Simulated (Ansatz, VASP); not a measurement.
**One calculation of GaAs, two programs**

Contents of INCAR:

```
PREC = Accurate
ENCUT = 600
EDIFF = 1E-7
ISMEAR = 0
SIGMA = 0.1
LREAL = F
LASPH = T
NELM = 60
ALGO = Normal
ISIF = 3
LWAVE = F
LCHARG = F
GGA = PE
IBRION = 2
NSW = 90
EDIFFG = -0.04
```

Contents of KPOINTS:

```
Automatic mesh
0
Gamma
  6 6 4
```

File POSCAR:

```
GaAs
1.0
    3.2643418100      0.0000000000      0.0000000000
   -1.6321709000      2.8270029300      0.0000000000
    0.0000000000      0.0000000000      4.7837020000
Ga As
1 1
Direct
    0.0000000000      0.0000000000      0.5000000000
    0.0000000000      0.0000000000      0.0000000000
```

Input for Ansatz:

```yaml
crystal:
  lattice:
    - [3.26434181, 0.0, 0.0]
    - [-1.6321709, 2.82700293, 0.0]
    - [0.0, 0.0, 4.783702]
  atoms:
    - { symbol: Ga, position: [0.0, 0.0, 0.5] }
    - { symbol: As, position: [0.0, 0.0, 0.0] }
basis:
  ecutwfc: 420
kpoints:
  mp_grid: { grid: [6, 6, 4] }
hamiltonian:
  xc: pbe
scf:
  occupations: { method: gaussian, width: 0.1 }
  lower_state_search: "off"
output:
  forces: true
  stress: true
  eigenvalues: true
relax:
  adjacent_minimum: "off"
  f_tol: 0.04
  max_steps: 70
  cell: { stress_tol: 0.4 }
```

Alike in both runs: task relaxation of cell and atoms; functional PBE; k mesh 6 × 6 × 4; occupations gaussian, width 0.1 eV; no spin polarisation.

|  | VASP | Ansatz |
| --- | --- | --- |
| version | VASP 6.6.1 | Ansatz 0.2.0 |
| potentials or method | VASP PAW PBE potentials, release 64 (Ga_d, As), cutoff 600 eV | scalar-relativistic, plane waves, PAW |
| valence electrons in the cell | 18 | 28 |

Ansatz gave:

* gap on the k mesh at the Fermi level, each at its own relaxed structure (eV): none
* relaxed volume (Å³/atom): 19.38
* relaxed length of the cell vector where the two differ most in proportion (Å): 5.124

Task: Estimate VASP's values.

Result: gap on the k mesh at the Fermi level, each at its own relaxed structure (eV): none; relaxed volume (Å³/atom): 19.41; relaxed length of the cell vector where the two differ most in proportion (Å): 5.132.

A gap of «none» marks a metal or a gap that the smearing closes. VASP's potentials hold 18 valence electrons a cell and Ansatz's 28, so a difference there can come from the potentials and not from the codes.

The k mesh is coarse, so the values compare programs but aren't converged.
